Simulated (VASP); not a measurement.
Fe:

```xyz
1
Lattice="-1.4430 1.4430 1.4430 1.4430 -1.4430 1.4430 1.4430 1.4430 -1.4430" Properties=species:S:1:pos:R:3 pbc="T T T"
Fe    0.0000    0.0000    0.0000
```

- Program: VASP 6.6.1
- Task: relaxation of cell and atoms
- Functional: PBE
- Potentials or basis: VASP PAW PBE potentials, release 64 (Fe)
- Cutoff: 600 eV
- k mesh: 20 × 20 × 20
- Occupations: gaussian, width 0.1 eV
- Spin: collinear spin, ferromagnetic start
- Starting moments: [2.66] μB

At the start: pressure -9.4 GPa; volume 12.02 Å³/atom.

Task: Where does the relaxation end?

Result: Over 3 steps the energy falls by 20.6 meV/atom and the volume is 11.35 Å³/atom (-5.6 %); space group Im-3m (No. 229, to 0.05 Å); moment 2.19 μB per cell.

Step by step:
```
step  energy change (eV)  largest force (eV/Å)  pressure (GPa)  volume (Å³)
   1              0.0000                0.0000           -9.44        12.02
   2             -0.0062                0.0000            9.53        10.83
   3             -0.0206                0.0000            0.03        11.35
```

Final structure:
```yaml
crystal:
  lattice:
    - [-1.41566, 1.41566, 1.41566]
    - [1.41566, -1.41566, 1.41566]
    - [1.41566, 1.41566, -1.41566]
  atoms:
    - { symbol: Fe, position: [0.00000, 0.00000, 0.00000] }
```
